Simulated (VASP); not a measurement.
Here is a VASP 6.6.1 calculation.

POSCAR

```
KBr
1.0
    0.0000000000      3.5559000000      3.0291000000
    3.5559000000      0.0000000000      3.0291000000
    3.5559000000      3.5559000000      0.0000000000
K Br
1 1
Direct
    0.0000000000      0.0000000000      0.0000000000
    0.5000000000      0.5000000000      0.5000000000
```

INCAR.step1

```
SYSTEM = KBr
PREC = Accurate ; ENCUT = 520
ISMEAR = 0 ; SIGMA = 0.05
LREAL = .False. ; LASPH = .True.
NELM = 80 ; NBANDS = 15
GGA = PE ; ALGO = Normal
EDIFF = 1E-4 ; LWAVE = .True.
LCHARG = .False.
```

The input INCAR.step2:

```
SYSTEM = KBr
PREC = Accurate ; ENCUT = 520
EDIFF = 1E-6 ; ISMEAR = 0
SIGMA = 0.05 ; LREAL = .False.
LASPH = .True. ; NELM = 80
ALGO = Normal ; ISIF = 2
LWAVE = .False. ; LCHARG = .False.
METAGGA = R2SCAN ; LMIXTAU = .True.
NBANDS = 15 ; ISTART = 1
```

File KPOINTS:

```
regular mesh
0
Gamma
  6 6 6
  0 0 0
```

Potentials or basis: VASP PAW PBE potentials, release 64 (K_sv, Br).

The run is started by

```bash
$ cat potpaw_PBE.64/K_sv/POTCAR potpaw_PBE.64/Br/POTCAR > POTCAR
$ cp INCAR.step1 INCAR
$ mpirun -np 1 vasp_std > vasp.out
$ cp INCAR.step2 INCAR
$ mpirun -np 1 vasp_std > vasp.out
```

Q: What does it give for the band gap on the k mesh?

A: 4.78 eV, direct.

Q: Predict the pressure.

A: 0.4 GPa.

Stress tensor (GPa, compression positive):
```
-1.65  0.00  0.00
 0.00 -1.65  0.00
 0.00  0.00  4.47
```

Caveat: the cell differs from its parent crystal (strain +0.080 along x and y, -0.080 along z); the PAW data sets were made with another functional, which shifts forces and pressure a little.
